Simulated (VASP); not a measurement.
# Sn: electric field gradients with PBE

The system is Sn.

```
Sn
1.0
     0.00000    3.14823    3.24560
     3.14823    0.00000    3.24560
     3.14823    3.14823    0.00000
Sn
2
Direct
  0.50000 0.50000 0.50000
  0.75000 0.75000 0.75000
```

This cell differs from its parent crystal: equal xx and yy strain of -3 %.

```yaml
Program: VASP 6.6.1
Task: electric field gradients
Functional: PBE
Potentials_or_basis: VASP PAW PBE potentials, release 64 (Sn_d)
Cutoff: 520 eV
k_mesh: 9 × 9 × 9
Occupations: fermi-dirac, width 0.03 eV
Spin: no spin polarisation
Dipole_correction: no
Further_INCAR_settings: ALGO = Normal; EDIFF = 1e-08; NBANDS = 21
```

- Pressure: 6.7 GPa
- Band gap on the k mesh: zero (band 14 reaches 6.46 eV, above the bottom of band 15 at 6.43 eV)

Stress tensor (GPa, compression positive):
```
6.99 0.00 0.00
0.00 6.99 0.00
0.00 0.00 6.03
```

Levels at points of the mesh, in eV from the Fermi level:
| k point | band 10 | band 11 | band 12 | band 13 | band 14 | band 15 | band 16 | band 17 | band 18 | band 19 |
| --- | --- | --- | --- | --- | --- | --- | --- | --- | --- | --- |
| (0.00, 0.00, 0.00) | -21.43 | -11.09 | -0.28 | -0.12 | 0.10 | 0.10 | 2.06 | 2.06 | 2.19 | 4.99 |

Electric field gradients, principal values (V/Å²):
| atom | least | middle | greatest (by size) |
| --- | --- | --- | --- |
| 1 Sn | 1.228 | 1.234 | -2.462 |
| 2 Sn | 1.228 | 1.234 | -2.462 |

Run time: 68 s on 1 thread of AMD EPYC 9R45 96-Core Processor (Zen 5), on a shared host, peak memory 0.21 GiB.

Caveat: the cell differs from its parent crystal (equal xx and yy strain of -3 %); without QUAD_EFG the Cq values of the log hold for a quadrupole moment of 1 mb, not for the nuclei; spin-orbit coupling is left out, which moves the levels of the heavy elements.
